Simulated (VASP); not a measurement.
# BaS (Fm-3m) in VASP: further runs

BaS is run at these levels: PBEsol-based screened hybrid with 25 % exact exchange, PBE; tasks: single point.

Everything below comes from runs of VASP 6.6.1. Logs are shortened: lines on timing, memory, paths and dates and some standing lists are left out, and cuts for length are marked.

## (1) The cell of the first run

Symmetry: Fm-3m, No. 225, cubic system. Conventional cell: a = 6.388 Å, b = 6.388 Å, c = 6.388 Å, α = 90.00°, β = 90.00°, γ = 90.00°. Ba (site symmetry m-3m) has 6 S at 3.19 Å within 4.2 Å. Within 4.2 Å of S (site symmetry m-3m) lie 6 Ba at 3.19 Å.

## (2) Single point, PBEsol-based screened hybrid with 25 % exact exchange

POSCAR

```
BaS
1.0
    0.0000000000      3.1937500000      3.1937500000
    3.1937500000      0.0000000000      3.1937500000
    3.1937500000      3.1937500000      0.0000000000
Ba S
1 1
Direct
    0.0000000000      0.0000000000      0.0000000000
    0.5000000000      0.5000000000      0.5000000000
```

INCAR.step1

```
ALGO = Normal ; EDIFF = 1E-5
ENCUT = 520 ; GGA = PE
ISIF = 2 ; ISMEAR = -1
LASPH = True ; LCHARG = False
LREAL = False ; LWAVE = True
NBANDS = 15 ; NELM = 80
PREC = Accurate ; SIGMA = 0.05
```

INCAR.step2

```
AEXX = 0.25 ; ALGO = Normal
EDIFF = 1E-7 ; ENCUT = 520
GGA = PS ; HFSCREEN = 0.207
ISIF = 2 ; ISMEAR = -1
ISTART = 1 ; LASPH = True
LCHARG = False ; LHFCALC = True
LREAL = False ; LWAVE = False
NBANDS = 15 ; NELM = 80
PREC = Accurate ; PRECFOCK = Normal
SIGMA = 0.05
```

KPOINTS

```
k-points
0
Gamma
  4 4 4
```

Potentials or basis: VASP PAW PBE potentials, release 64 (Ba_sv, S).

Run with:

```bash
cat potpaw_PBE.64/Ba_sv/POTCAR potpaw_PBE.64/S/POTCAR > POTCAR
cp INCAR.step1 INCAR
mpirun -np 1 vasp_std > vasp.out
cp INCAR.step2 INCAR
mpirun -np 1 vasp_std > vasp.out
```

OUTCAR:

```text
AEXX = 0.25
   EDIFF = 1E-7
   ENCUT = 520
   GGA = PS
   HFSCREEN = 0.207
   ISIF = 2
   ISMEAR = -1
   ISTART = 1
   LASPH = True
   LHFCALC = True
   LREAL = False
   NELM = 80
   PREC = Accurate
   PRECFOCK = Normal

 ion  position               nearest neighbor table
   1  0.000  0.000  0.000-   2 3.19   2 3.19   2 3.19   2 3.19   2 3.19   2 3.19
   2  0.500  0.500  0.500-   1 3.19   1 3.19   1 3.19   1 3.19   1 3.19   1 3.19

  LATTYP: Found a face centered cubic cell.
 ALAT       =     6.3875000000

  Lattice vectors:

 A1 = (   0.0000000000,   3.1937500000,   3.1937500000)
 A2 = (   3.1937500000,   0.0000000000,   3.1937500000)
 A3 = (   3.1937500000,   3.1937500000,   0.0000000000)

Analysis of symmetry for initial positions (statically):
=====================================================================
 Subroutine PRICEL returns:
 Original cell was already a primitive cell.

 Routine SETGRP: Setting up the symmetry group for a
 face centered cubic supercell.

 Subroutine GETGRP returns: Found 48 space group operations
 (whereof 48 operations were pure point group operations)
 out of a pool of 48 trial point group operations.

The static configuration has the point symmetry O_h .

Analysis of symmetry for dynamics (positions and initial velocities):
=====================================================================
 Subroutine PRICEL returns:
 Original cell was already a primitive cell.

 Routine SETGRP: Setting up the symmetry group for a
 face centered cubic supercell.

 Subroutine GETGRP returns: Found 48 space group operations
 (whereof 48 operations were pure point group operations)
 out of a pool of 48 trial point group operations.

The dynamic configuration has the point symmetry O_h .

 Subroutine INISYM returns: Found 48 space group operations
 (whereof 48 operations are pure point group operations),
 and found     1 'primitive' translations

----------------------------------------------------------------------------------------

                                     Primitive cell

  volume of cell :      65.1527

  direct lattice vectors                    reciprocal lattice vectors
     0.000000000  3.193750000  3.193750000    -0.156555773  0.156555773  0.156555773
     3.193750000  0.000000000  3.193750000     0.156555773 -0.156555773  0.156555773
     3.193750000  3.193750000  0.000000000     0.156555773  0.156555773 -0.156555773

  length of vectors
     4.516644565  4.516644565  4.516644565     0.271162553  0.271162553  0.271162553

  position of ions in fractional coordinates (direct lattice)
     0.000000000  0.000000000  0.000000000
     0.500000000  0.500000000  0.500000000

  ion indices of the primitive-cell ions
   primitive index   ion index
                 1           1
                 2           2

----------------------------------------------------------------------------------------

 KPOINTS: k-points

Automatic generation of k-mesh.
 Grid dimensions read from file:
 generate k-points for:    4    4    4

 Generating k-lattice:

  Cartesian coordinates                     Fractional coordinates (reciprocal lattice)
    -0.039138943  0.039138943  0.039138943     0.250000000  0.000000000  0.000000000
     0.039138943 -0.039138943  0.039138943     0.000000000  0.250000000  0.000000000
     0.039138943  0.039138943 -0.039138943     0.000000000  0.000000000  0.250000000

  Length of vectors
     0.067790638  0.067790638  0.067790638

  Shift w.r.t. Gamma in fractional coordinates (k-lattice)
     0.000000000  0.000000000  0.000000000

 Subroutine IBZKPT returns following result:
 ===========================================

 Found      8 irreducible k-points:

 Following reciprocal coordinates:
            Coordinates               Weight
  0.000000  0.000000  0.000000      1.000000
  0.250000  0.000000  0.000000      8.000000
  0.500000  0.000000  0.000000      4.000000
  0.250000  0.250000  0.000000      6.000000
  0.500000  0.250000  0.000000     24.000000
 -0.250000  0.250000  0.000000     12.000000
  0.500000  0.500000  0.000000      3.000000
 -0.250000  0.500000  0.250000      6.000000
   k-points           NKPTS =      8   k-points in BZ     NKDIM =     64   number of bands    NBANDS=     15
   number of dos      NEDOS =    301   number of ions     NIONS =      2
   total plane-waves  NPLWV =  46656
   dimension x,y,z NGX =    36 NGY =   36 NGZ =   36
   dimension x,y,z NGXF=    72 NGYF=   72 NGZF=   72
   ions per type =               1   1
   NGX,Y,Z   is equivalent  to a cutoff of  13.25, 13.25, 13.25 a.u.
   NGXF,Y,Z  is equivalent  to a cutoff of  26.50, 26.50, 26.50 a.u.
 SYSTEM =  unknown system
   PREC   = accura    normal or accurate (medium, high low for compatibility)
   ISTART =      1    job   : 0-new  1-cont  2-samecut
   ICHARG =      0    charge: 1-file 2-atom 10-const
   ISPIN  =      1    spin polarized calculation?
   LNONCOLLINEAR =      F non collinear calculations
   LSORBIT =      F    spin-orbit coupling
   LASPH  =      T    aspherical Exc in radial PAW
   ENCUT  =  520.0 eV  38.22 Ry    6.18 a.u.   8.40  8.40  8.40*2*pi/ulx,y,z
   NELM   =     80;   NELMIN=  2; NELMDL=  0     # of ELM steps
   EDIFF  = 0.1E-06   stopping-criterion for ELM
   LREAL  =      F    real-space projection
   EDIFFG = 0.1E-05   stopping-criterion for IOM
   NSW    =      0    number of steps for IOM
   IBRION =     -1    ionic relax: 0-MD 1-quasi-New 2-CG
   NFREE  =      0    steps in history (QN), initial steepest desc. (CG)
   ISIF   =      2    stress and relaxation
   ISYM   =      3    0-nonsym 1-usesym 2-fastsym
   POTIM  = 0.5000    time-step for ionic-motion
   TEBEG  =    0.0;   TEEND  =   0.0 temperature during run
   PSTRESS=    0.0 pullay stress
   NELECT =      16.0000    total number of electrons
   NUPDOWN=      -1.0000    fix difference up-down
   EMIN   =  10.00;   EMAX   =-10.00  energy-range for DOS
   EFERMI =   0.00;   METHOD = LEGACY
   ISMEAR =    -1;   SIGMA  =   0.05  broadening in eV -4-tet -1-fermi 0-gaus
   EFERMI_NEDOS =   21; number of points for ismear=-14 and -15
   IALGO  =     38    algorithm
   IMIX   =      1    mixing-type and parameters
     AMIX     =   0.40;   BMIX     =  1.00
     AMIX_MAG =   1.60;   BMIX_MAG =  1.00
  volume/ion in A,a.u.               =      32.58       219.84
  Fermi-wavevector in a.u.,A,eV,Ry     =   1.025189  1.937326 14.299891  1.051012
  Thomas-Fermi vector in A             =   2.159016
   LORBIT       =      0    0 simple, 1 ext, 2 COOP (PROOUT), +10 PAW based schemes
   GGA     = PS    functional components
   LHFCALC =     T    Hartree Fock is set to
   PRECFOCK=normal    Normal, Fast or Accurate (Low or Medium for compatibility)
   ENCUT4O =  -1.0   cutoff for four orbital integrals eV
   NKREDX  =     1    reduce k-point grid by
   NKREDY  =     1    reduce k-point grid by
   NKREDZ  =     1    reduce k-point grid by
   AEXX    =    0.2500 exact exchange contribution
   HFSCREEN=    0.2070 screening length (either q_TF or 0.3 A-1)
   HFSCREENC=   0.2070 screening length for correlation (either q_TF or 0.3 A-1)
   ENCUTFOCK=  -1.0 apply spherical cutoff to Coloumb kernel
   IVDW    =     0    specifies the selected vdW correction
   LEPSILON=     F    determine dielectric tensor
   LRPA    =     F    only Hartree local field effects (RPA)
 non-spin polarized calculation
  energy-cutoff  :      520.00
  volume of cell :       65.15
 maximum number of plane-waves:      1807
 NGX is ok and might be reduce to    36
  NGX = 28; NGY = 28; NGZ = 28

 number of electron      16.0000001 magnetization

 Free energy of the ion-electron system (eV)
  ---------------------------------------------------
  ext. energy  EPLUGINS =         0.00000000
  ---------------------------------------------------
  free energy    TOTEN  =       -11.93322625 eV

  energy without entropy =      -11.93322625  energy(sigma->0) =      -11.93322625

 E-fermi :   1.8945     XC(G=0):  -7.3511

 val. band max:        0.7220538972   @ k =   0.0000   0.0000   0.0000
 cond. band min:       3.6258162766   @ k =   0.5000   0.5000   0.0000
 fundamental gap:      2.9037623794
 Fermi energy:         1.8945052179

 k-point     1 :       0.0000    0.0000    0.0000
  band No.  band energies     occupation
      1     -27.0718      2.00000
      2     -11.0607      2.00000
      3     -11.0607      2.00000
      4     -11.0607      2.00000
      5     -10.7174      2.00000
      6       0.7221      2.00000
      7       0.7221      2.00000
      8       0.7221      2.00000
      9       5.1422      0.00000
     10       5.5533      0.00000
     11       5.5533      0.00000
     12       5.5533      0.00000
     13       6.5331      0.00000
     14       6.5331      0.00000
     15      10.3040      0.00000

 k-point     2 :       0.2500    0.0000    0.0000
  band No.  band energies     occupation
      1     -27.0462      2.00000
      2     -12.0355      2.00000
      3     -11.0777      2.00000
      4     -11.0777      2.00000
      5      -9.6767      2.00000
      6      -0.5149      2.00000
      7       0.0561      2.00000
      8       0.0561      2.00000
      9       5.7368      0.00000
     10       6.5035      0.00000
     11       6.5035      0.00000
     12       7.0360      0.00000
     13       8.2320      0.00000
     14       8.2320      0.00000
     15      12.3939      0.00000
[... 77 lines left out ...]
      3     -11.2756      2.00000
      4     -11.2756      2.00000
      5     -10.6066      2.00000
      6       0.1156      2.00000
      7       0.5621      2.00000
      8       0.5621      2.00000
      9       3.6258      0.00000
     10       7.7859      0.00000
     11       7.8182      0.00000
     12       9.5064      0.00000
     13       9.5064      0.00000
     14       9.5083      0.00000
     15      10.3148      0.00000

 k-point     8 :      -0.2500    0.5000    0.2500
  band No.  band energies     occupation
      1     -27.0047      2.00000
      2     -11.7979      2.00000
      3     -11.4437      2.00000
      4     -11.4437      2.00000
      5      -9.8500      2.00000
      6      -0.4999      2.00000
      7       0.1757      2.00000
      8       0.1757      2.00000
      9       5.9543      0.00000
     10       5.9543      0.00000
     11       8.1764      0.00000
     12       8.7162      0.00000
     13       9.5353      0.00000
     14      11.5728      0.00000
     15      12.5400      0.00000

------------------------ aborting loop because EDIFF is reached ----------------------------------------

  FORCE on cell =-STRESS in cart. coord.  units (eV):
  Direction    XX          YY          ZZ          XY          YZ          ZX
  --------------------------------------------------------------------------------------
  -------------------------------------------------------------------------------------
  Total       -0.1548522     -0.1548522     -0.1548522      0.0000000     -0.0000000      0.0000000
  in kB       -3.8079859     -3.8079859     -3.8079859      0.0000000     -0.0000000      0.0000000
  external PRESSURE =      -3.8079859 kB  Pullay stress =       0.0000000 kB

 VOLUME and BASIS-vectors are now :
 -----------------------------------------------------------------------------
  energy-cutoff  :      520.00
  volume of cell :       65.15
      direct lattice vectors                 reciprocal lattice vectors
     0.000000000  3.193750000  3.193750000    -0.156555773  0.156555773  0.156555773
     3.193750000  0.000000000  3.193750000     0.156555773 -0.156555773  0.156555773
     3.193750000  3.193750000  0.000000000     0.156555773  0.156555773 -0.156555773

 POSITION                                       TOTAL-FORCE (eV/Angst)
 -----------------------------------------------------------------------------------
      0.00000      0.00000      0.00000         0.000000      0.000000      0.000000
      3.19375      3.19375      3.19375         0.000000      0.000000      0.000000
 -----------------------------------------------------------------------------------
    total drift:                               -0.000000     -0.000001     -0.000000

  FREE ENERGIE OF THE ION-ELECTRON SYSTEM (eV)
  ---------------------------------------------------
  free  energy   TOTEN  =       -11.9332262546 eV

  energy  without entropy=      -11.9332262546  energy(sigma->0) =      -11.93322625
```

It took 8.2 min on 1 thread of AMD EPYC 7R13 (Zen 3), shared host; peak memory 0.29 GiB.

Results:

| Quantity | Value |
| --- | --- |
| Free energy | -11.9332 eV |
| Pressure | -0.4 GPa |
| Band gap on the k mesh | 2.90 eV (least direct gap 3.06 eV) |

Caveat: the k points lie up to 0.43 Å⁻¹ apart; the PAW data sets were made with another functional, which shifts forces and pressure a little; spin-orbit coupling is left out, which moves the levels of the heavy elements.

## (3) Single point, PBE

INCAR

```
SYSTEM = BaS
ALGO = Normal
EDIFF = 1E-6
ENCUT = 500
GGA = PE
GGA_COMPAT = .False.
ISIF = 2
ISMEAR = 0
LASPH = .True.
LCHARG = .False.
LREAL = .False.
LWAVE = .False.
NBANDS = 15
NELM = 120
PREC = Accurate
SIGMA = 0.015
```

KPOINTS

```
k-points
0
Gamma
  7 7 7
  0 0 0
```

POSCAR is that of step 2.

Potentials or basis: VASP PAW PBE potentials, release 64 (Ba_sv, S).

Run with:

```bash
cat potpaw_PBE.64/Ba_sv/POTCAR potpaw_PBE.64/S/POTCAR > POTCAR
mpirun -np 1 vasp_std > vasp.out
```

OUTCAR:

```text
SYSTEM = BaS
   EDIFF = 1E-6
   ENCUT = 500
   GGA = PE
   ISIF = 2
   ISMEAR = 0
   LASPH = .True.
   LREAL = .False.
   NELM = 120
   PREC = Accurate

 ion  position               nearest neighbor table
   1  0.000  0.000  0.000-   2 3.19   2 3.19   2 3.19   2 3.19   2 3.19   2 3.19
   2  0.500  0.500  0.500-   1 3.19   1 3.19   1 3.19   1 3.19   1 3.19   1 3.19

  LATTYP: Found a face centered cubic cell.
 ALAT       =     6.3875000000

  Lattice vectors:

[... 542 lines left out ...]

  FORCE on cell =-STRESS in cart. coord.  units (eV):
  Direction    XX          YY          ZZ          XY          YZ          ZX
  --------------------------------------------------------------------------------------
  -------------------------------------------------------------------------------------
  Total        0.5790060      0.5790060      0.5790060      0.0000000     -0.0000000      0.0000000
  in kB       14.2383911     14.2383911     14.2383911      0.0000000     -0.0000000      0.0000000
  external PRESSURE =      14.2383911 kB  Pullay stress =       0.0000000 kB

 VOLUME and BASIS-vectors are now :
 -----------------------------------------------------------------------------
  energy-cutoff  :      500.00
  volume of cell :       65.15
      direct lattice vectors                 reciprocal lattice vectors
     0.000000000  3.193750000  3.193750000    -0.156555773  0.156555773  0.156555773
     3.193750000  0.000000000  3.193750000     0.156555773 -0.156555773  0.156555773
     3.193750000  3.193750000  0.000000000     0.156555773  0.156555773 -0.156555773

 POSITION                                       TOTAL-FORCE (eV/Angst)
 -----------------------------------------------------------------------------------
      0.00000      0.00000      0.00000        -0.000000     -0.000000     -0.000000
      3.19375      3.19375      3.19375         0.000000      0.000000      0.000000
 -----------------------------------------------------------------------------------
    total drift:                                0.000000      0.000000      0.000000

  FREE ENERGIE OF THE ION-ELECTRON SYSTEM (eV)
  ---------------------------------------------------
  free  energy   TOTEN  =       -10.1845357796 eV

  energy  without entropy=      -10.1845357796  energy(sigma->0) =      -10.18453578
```

Run time: 34 s. Hardware: 1 thread of Intel Xeon 8259CL, shared host; peak memory 0.21 GiB.

What came out:

```
Free energy            : -10.1845 eV
Pressure               : 1.4 GPa
Band gap on the k mesh : 2.17 eV (least direct gap 2.31 eV)
```

Caveat: spin-orbit coupling is left out, which moves the levels of the heavy elements; an odd mesh through Γ misses points on the zone boundary, where band edges can lie.

## (4) Single point, PBE

INCAR

```
PREC = Accurate ; ENCUT = 500
EDIFF = 1E-6 ; ISMEAR = 0
SIGMA = 0.017 ; LREAL = False
LASPH = True ; NELM = 120
ALGO = Normal ; ISIF = 2
LWAVE = False ; LCHARG = False
GGA = PE ; NBANDS = 15
GGA_COMPAT = False
```

KPOINTS

```
Automatic mesh
0
Gamma
  7 7 7
```

POSCAR is that of step 3.

Run with:

```bash
cat potpaw_PBE.64/Ba_sv/POTCAR potpaw_PBE.64/S/POTCAR > POTCAR
mpirun -np 1 vasp_std > vasp.out
```

Run time: 33 s. Hardware: 1 thread of Intel Xeon 8259CL, shared host; peak memory 0.21 GiB.

Results (log left out):

| Property | Result |
| --- | --- |
| Free energy | -10.1845 eV |
| Pressure | 1.4 GPa |
| Band gap on the k mesh | 2.17 eV (least direct gap 2.31 eV) |

Levels at points of the mesh, in eV from the valence-band top:
| k point | band 6 | band 7 | band 8 | band 9 | band 10 | band 11 |
| --- | --- | --- | --- | --- | --- | --- |
| (0.00, 0.00, 0.00) | 0.00 | 0.00 | 0.00 | 3.60 | 3.87 | 3.87 |

Caveat: spin-orbit coupling is left out, which moves the levels of the heavy elements; an odd mesh through Γ misses points on the zone boundary, where band edges can lie. A hybrid or GW would open this gap; PBE tends to underestimate it.

## (5) Overview

```tsv
level	k mesh	cutoff (eV)	smearing	grid for exact exchange (PRECFOCK)	share of exact exchange	screening parameter	gap on the mesh (eV)	pressure (GPa)
PBEsol-based screened hybrid with 25 % exact exchange	4 × 4 × 4	520	fermi-dirac 0.05 eV	Normal	0.25	0.207 1/Å	2.90	-0.4
PBE	7 × 7 × 7	500	gaussian 0.015 eV	-	-	-	2.17	1.4
PBE	7 × 7 × 7	500	gaussian 0.017 eV	-	-	-	2.17	1.4
```

Alike in all rows: task single point; potentials or basis VASP PAW PBE potentials, release 64 (Ba_sv, S); no spin polarisation; cell as given.

Caveats: some runs use coarse meshes; spin-orbit coupling is left out, which moves the levels of the heavy elements; an odd mesh through Γ misses points on the zone boundary, where band edges can lie (at least some runs); the PAW data sets were made with another functional, which shifts forces and pressure a little (at least some runs).

Total energies depend on the potentials used, so only differences within one code and one set of settings carry meaning.
